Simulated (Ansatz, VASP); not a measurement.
# Ta2W: VASP beside Ansatz

Contents of INCAR:

```
PREC = Accurate
ENCUT = 520
EDIFF = 1E-7
ISMEAR = 0
SIGMA = 0.1
LREAL = False
LASPH = True
NELM = 80
ALGO = Fast
ISIF = 2
LWAVE = False
LCHARG = True
GGA = PE
LELF = True
LVHAR = True
NBANDS = 25
```

KPOINTS

```
Automatic mesh
0
Gamma
  6 6 6
```

POSCAR

```
Ta2W
1.0
    0.0000000000      2.3362603503      6.9063427506
    1.6225115479      0.0000000000      6.9063427506
    1.6225115479      2.3362603503      0.0000000000
Ta W
2 1
Direct
    0.1635744549      0.1635744549      0.8364255451
    0.8364255451      0.8364255451      0.1635744549
    0.5000000000      0.5000000000      0.5000000000
```

Input for Ansatz:

```yaml
crystal:
  lattice:
    - [0.0, 2.3362603503, 6.9063427506]
    - [1.6225115479, 0.0, 6.9063427506]
    - [1.6225115479, 2.3362603503, 0.0]
  atoms:
    - { symbol: Ta, position: [0.1635744549, 0.1635744549, 0.8364255451] }
    - { symbol: Ta, position: [0.8364255451, 0.8364255451, 0.1635744549] }
    - { symbol: W, position: [0.5, 0.5, 0.5] }
basis:
  ecutwfc: 420
kpoints:
  mp_grid: { grid: [6, 6, 6] }
hamiltonian:
  xc: pbe
scf:
  occupations: { method: gaussian, width: 0.1 }
  lower_state_search: "off"
output:
  forces: true
  stress: true
  eigenvalues: true
```

Change from the starting cell: the structure that the rattled cell fell into.

Alike in both runs: task single point; functional PBE; k mesh 6 × 6 × 6; occupations gaussian, width 0.1 eV; no spin polarisation.

```csv
,VASP,Ansatz
version,VASP 6.6.1,Ansatz 0.2.0
potentials or method,"VASP PAW PBE potentials, release 64 (Ta_pv, W_sv), cutoff 520 eV","scalar-relativistic, plane waves, PAW"
valence electrons in the cell,36,40
```

```tsv
	VASP	Ansatz	Ansatz less VASP
gap on the k mesh at the Fermi level (eV)	none	none	-
pressure (GPa)	0.6	0.4	-0.23
traceless stress, the component that is largest in VASP (GPa)	0.76	0.80	+0.041
rms of the force components (eV/Å)	0.084	0.089	+0.0054
```

Atom by atom the forces differ by 0.005 eV/Å (rms over components). A gap of «none» marks a metal or a gap that the smearing closes. VASP's potentials hold 36 valence electrons a cell and Ansatz's 40, so a difference there can come from the potentials and not from the codes.

The k mesh is coarse, so the values compare programs but aren't converged. Neither program's run includes spin-orbit coupling.
